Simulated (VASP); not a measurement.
Runs of VASP 6.6.1 on Cd. The structure is that of space group P6/mmm (No. 191), or close to it. The cells are those of the table. This isn't the form of Cd at room conditions, which is hcp.

```tsv
task	cell	gap on the mesh (eV)	pressure (GPa)
single point	a = 2.489, b = 2.489, c = 2.447 Å, angles 90.0, 90.0, 120.0°, 1 atom	none	138.6
relaxation of shape and atoms at fixed volume	relaxed from a = 2.444, b = 2.444, c = 2.537 Å, angles 90.0, 90.0, 120.0°, 1 atom	none	138.6
single point	a = 2.708, b = 2.708, c = 2.703 Å, angles 90.0, 90.0, 120.0°, 1 atom	none	38.9
single point	a = 2.604, b = 2.604, c = 2.580 Å, angles 90.0, 90.0, 120.0°, 1 atom	none	(a)
```

Alike in all rows: level PBE; potentials or basis VASP PAW PBE potentials, release 64 (Cd_sv_GW); no spin polarisation; k mesh 14 × 14 × 13; cutoff (eV) 630; smearing fermi-dirac 0.1 eV.

Task: Estimate the missing entries.

Result: (a) 72.9.

Caveats: the cell stands under pressure (at least some runs).

A k mesh can miss the band edges, and the runs leave out spin-orbit coupling on Cd.

A gap of «none» marks levels without a gap at the run's occupations.
